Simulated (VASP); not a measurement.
Runs of VASP 6.6.1 on Sn. The structure is that of space group Fd-3m (No. 227), or close to it. The cells are those of the table. 

```tsv
task	cell	k mesh	cutoff (eV)	smearing	gap on the mesh (eV)	pressure (GPa)
relaxation of cell and atoms	relaxed from a = 4.590 Å, angles 60.0°, 2 atoms	12 × 12 × 12	600	gaussian 0.1 eV	none	0.0
single point	a = 4.626 Å, angles 60.0°, 2 atoms	10 × 10 × 10	520	gaussian 0.15 eV	none	-0.1
single point	a = 4.626 Å, angles 90.0, 60.0, 120.0°, 2 atoms	9 × 9 × 9	500	gaussian 0.1 eV	none	-0.1
single point	a = 4.626 Å, angles 60.0°, 2 atoms	12 × 12 × 12	500	gaussian 0.1 eV	none	-0.1
single point	a = 4.626 Å, angles 60.0°, 2 atoms	12 × 12 × 12	520	gaussian 0.1 eV	none	-0.1
single point	a = 4.523 Å, angles 60.0°, 2 atoms	12 × 12 × 12	520	gaussian 0.1 eV	none	3.2
single point	a = 4.590 Å, angles 60.0°, 2 atoms	6 × 6 × 6	520	gaussian 0.1 eV	none	1.0
single point	a = 4.415 Å, angles 60.0°, 2 atoms	12 × 12 × 12	520	gaussian 0.1 eV	0.05	(b)
single point	a = 4.557 Å, angles 60.0°, 2 atoms	12 × 12 × 12	520	gaussian 0.1 eV	none	(a)
```

Alike in all rows: level PBEsol; potentials or basis VASP PAW PBE potentials, release 64 (Sn_d); no spin polarisation.

Q: Fill in the values left out.

A: (a) 2.0; (b) 8.0.

Caveats: the PAW data sets were made with another functional, which shifts forces and pressure a little; spin-orbit coupling is left out, which moves the levels of the heavy elements.

A k mesh can miss the band edges, and the runs leave out spin-orbit coupling on Sn.

A gap of «none» marks levels without a gap at the run's occupations.
